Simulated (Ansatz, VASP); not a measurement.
**One calculation of Cu, two programs**

```
Cu
1.0
     0.00000    1.86173    1.83461
     1.86173    0.00000    1.83461
     1.86173    1.86173    0.00000
Cu
1
Direct
  0.00000 0.00000 0.00000
```

Change from the starting cell: strain +0.030 along x and y, +0.015 along z, atoms carried along.

Alike in both runs: task single point; functional PBEsol; k mesh 22 × 22 × 22; occupations gaussian, width 0.15 eV; no spin polarisation.

```csv
,VASP,Ansatz
version,VASP 6.6.1,Ansatz 0.2.0
potentials or method,"VASP PAW PBE potentials, release 64 (Cu), cutoff 520 eV","scalar-relativistic, plane waves, PAW"
valence electrons in the cell,11,19
```

```csv
,VASP,Ansatz,Ansatz less VASP
gap on the k mesh at the Fermi level (eV),none,none,-
pressure (GPa),-13.9,-14.7,-0.75
"traceless stress, the component that is largest in VASP (GPa)",0.44,0.44,+0.002
```

VASP's potentials were made for PBE, not for PBEsol. A gap of «none» marks a metal or a gap that the smearing closes. VASP's potentials hold 11 valence electrons a cell and Ansatz's 19, so a difference there can come from the potentials and not from the codes.
